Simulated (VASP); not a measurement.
**TiGe6Mo2: single point with PBE**

The system is TiGe6Mo2.

```xyz
9
Lattice="0.0000 4.1669 7.1043 2.3786 0.0000 7.1043 2.3786 4.1669 0.0000" Properties=species:S:1:pos:R:3 pbc="T T T"
Ti    0.0000    0.0000    0.0000
Ge    2.3786    5.5152    7.1043
Ge    2.3786    5.5165   11.8273
Ge    2.3786    5.5165    2.3814
Ge    2.3786    2.8187    7.1043
Ge    2.3786    2.8173   11.8273
Ge    2.3786    2.8173    2.3814
Mo    2.3786    4.1669    4.7401
Mo    2.3786    4.1669    9.4686
```

| Property | Result |
| --- | --- |
| Program | VASP 6.6.1 |
| Task | single point |
| Functional | PBE |
| Potentials or basis | VASP PAW PBE potentials, release 64 (Ti_sv, Ge_d, Mo_sv) |
| Cutoff | 520 eV |
| k mesh | 4 × 4 × 4 |
| Occupations | gaussian, width 0.1 eV |
| Spin | collinear spin |
| Starting moments | [1.0, 0.0, 0.0, 0.0, 0.0, 0.0, 0.0, 1.0, 1.0] μB |

```
Pressure                                              : 0.2 GPa
Largest force                                         : 0.025 eV/Å
Band gap on the k mesh                                : zero (filled and empty bands overlap)
Net moment                                            : 0.00 μB per cell
Valence electrons inside the program's atomic spheres : Ti 10.28; Ge 12.39; Mo 12.39
```

Forces in eV/Å, atoms in the order of the input:
```
Ti   0.000  0.000  0.000
Ge   0.000  0.023  0.000
Ge   0.000  0.009  0.018
Ge   0.000  0.009 -0.018
Ge   0.000 -0.023  0.000
Ge   0.000 -0.009  0.018
Ge   0.000 -0.009 -0.018
Mo   0.000  0.000 -0.025
Mo   0.000  0.000  0.025
```

Levels at points of the mesh, in eV from the Fermi level:
Spin up:
| k point | band 58 | band 59 | band 60 | band 61 | band 62 | band 63 | band 64 | band 65 | band 66 | band 67 |
| --- | --- | --- | --- | --- | --- | --- | --- | --- | --- | --- |
| (0.00, 0.00, 0.00) | -1.71 | -1.65 | -1.58 | -1.17 | -0.88 | 0.88 | 2.69 | 2.74 | 2.85 | 2.90 |
| (0.50, 0.00, 0.00) | -1.63 | -1.61 | -1.33 | -0.62 | -0.39 | 0.40 | 1.38 | 1.53 | 1.65 | 2.01 |
| (0.50, 0.50, 0.00) | -1.39 | -1.32 | -1.02 | -0.96 | -0.87 | -0.66 | 1.25 | 1.75 | 2.17 | 2.19 |
| (0.50, 0.00, 0.50) | -1.41 | -1.30 | -0.81 | -0.16 | -0.13 | 0.04 | 0.33 | 0.97 | 1.06 | 1.12 |
| (0.00, 0.50, 0.50) | -0.99 | -0.90 | -0.53 | -0.04 | 0.11 | 0.23 | 0.29 | 0.56 | 1.06 | 1.42 |
Spin down:
| k point | band 60 | band 61 | band 62 | band 63 | band 64 | band 65 |
| --- | --- | --- | --- | --- | --- | --- |
| (0.00, 0.00, 0.00) | -1.58 | -1.17 | -0.88 | 0.88 | 2.69 | 2.74 |
| (0.50, 0.00, 0.00) | -1.33 | -0.62 | -0.39 | 0.40 | 1.38 | 1.53 |
| (0.50, 0.50, 0.00) | -1.02 | -0.96 | -0.87 | -0.66 | 1.25 | 1.75 |
| (0.50, 0.00, 0.50) | -0.81 | -0.16 | -0.13 | 0.04 | 0.33 | 0.97 |
| (0.00, 0.50, 0.50) | -0.53 | -0.04 | 0.11 | 0.23 | 0.29 | 0.56 |

It took 27 min on 1 thread of Oxide Virtual Turin-like Processor, on a shared host, peak memory 0.58 GiB.

Caveat: the k points lie up to 0.40 Å⁻¹ apart, too coarse for converged energies and pressures of a metal.
